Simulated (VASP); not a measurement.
Wanted: the native input for a VASP 6.6.1 run.

```yaml
Task: electric field gradients
Functional: PBE
Potentials_or_basis: VASP PAW PBE potentials, release 64 (Li_sv, Al, F)
Cutoff: 650 eV
k_mesh: 6 × 6 × 4
Occupations: gaussian, width 0.01 eV
Spin: no spin polarisation
Dipole_correction: no
Further_INCAR_settings: ALGO = Normal; EDIFF = 1e-08; NBANDS = 26
```

The structure of LiAlF4 lies in POSCAR:

```
LiAlF4
1.0
    3.6003799782      0.0000000000      0.0000000000
    0.0000000000      3.6003799782      0.0000000000
    0.0000000000      0.0000000000      6.1366408874
Li Al F
1 1 4
Direct
    0.5000000000      0.5000000000      0.5000000000
    0.0000000000      0.0000000000      0.0000000000
    0.5000000000      0.0000000000      0.0000000000
    0.0000000000      0.5000000000      0.0000000000
    0.0000000000      0.0000000000      0.2941183511
    0.0000000000      0.0000000000      0.7058816489
```

These files were run (other wordings do the same):

INCAR

```
ALGO = Normal ; EDIFF = 1E-8
ENCUT = 650 ; GGA = PE
GGA_COMPAT = F ; ISIF = 2
ISMEAR = 0 ; LASPH = T
LCHARG = F ; LEFG = T
LREAL = F ; LWAVE = F
NBANDS = 26 ; NELM = 120
PREC = Accurate ; SIGMA = 0.01
```

KPOINTS

```
k-points
0
Gamma
  6 6 4
```

Potentials or basis: VASP PAW PBE potentials, release 64 (Li_sv, Al, F).

Command:

```sh
$ cat potpaw_PBE.64/Li_sv/POTCAR potpaw_PBE.64/Al/POTCAR potpaw_PBE.64/F/POTCAR > POTCAR
$ mpirun -np 1 vasp_std > vasp.out
```

Results of the run:

| Quantity | Value |
| --- | --- |
| Pressure | -0.4 GPa |
| Largest force | 0.036 eV/Å |
| Band gap on the k mesh | 5.71 eV (least direct gap 6.12 eV) |
| Largest electric field gradient by atom | Li +0.3; Al -14.9; F +116.0, +49.0 (each value once) V/Å² |

Caveat: without QUAD_EFG the Cq values of the log hold for a quadrupole moment of 1 mb, not for the nuclei.

Wall time 44 s on 1 thread of Intel(R) Xeon(R) 6975P-C (Granite Rapids), on a shared host, peak memory 0.24 GiB.
